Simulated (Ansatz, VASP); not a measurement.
## One calculation of AlGeSbH2, two programs

```
CELL_PARAMETERS angstrom
5.19992 0.00000 0.00000
-2.59996 4.50326 0.00000
0.00000 0.00000 4.70828
ATOMIC_POSITIONS crystal
Al 0.66667 0.33333 0.00000
Ge 0.00000 0.00000 0.00000
Sb 0.33333 0.66667 0.00000
H 0.00000 0.00000 0.58897
H 0.00000 0.00000 0.41103
```

Alike in both runs: functional PBE; k mesh 3 × 3 × 3; occupations gaussian, width 0.15 eV; no spin polarisation.

Ansatz relaxed the structure, and its values are those at the end. VASP's run is a single point on that final structure, the one shown.

|  | VASP | Ansatz |
| --- | --- | --- |
| version | VASP 6.6.1 | Ansatz 0.2.0 |
| potentials or method | VASP PAW PBE potentials, release 64 (Al, Ge_d, Sb, H), cutoff 500 eV | scalar-relativistic, plane waves, PAW |
| valence electrons in the cell | 24 | 34 |

```csv
,VASP,Ansatz,Ansatz less VASP
gap on the k mesh at the Fermi level (eV),none,none,-
pressure (GPa),0.0,0.1,+0.06
rms of the force components (eV/Å),0.014,0.012,-0.0024
```

A gap of «none» marks a metal or a gap that the smearing closes. VASP's potentials hold 24 valence electrons a cell and Ansatz's 34, so a difference there can come from the potentials and not from the codes.

The k mesh is coarse, so the values compare programs but aren't converged. Spin-orbit coupling is off throughout.
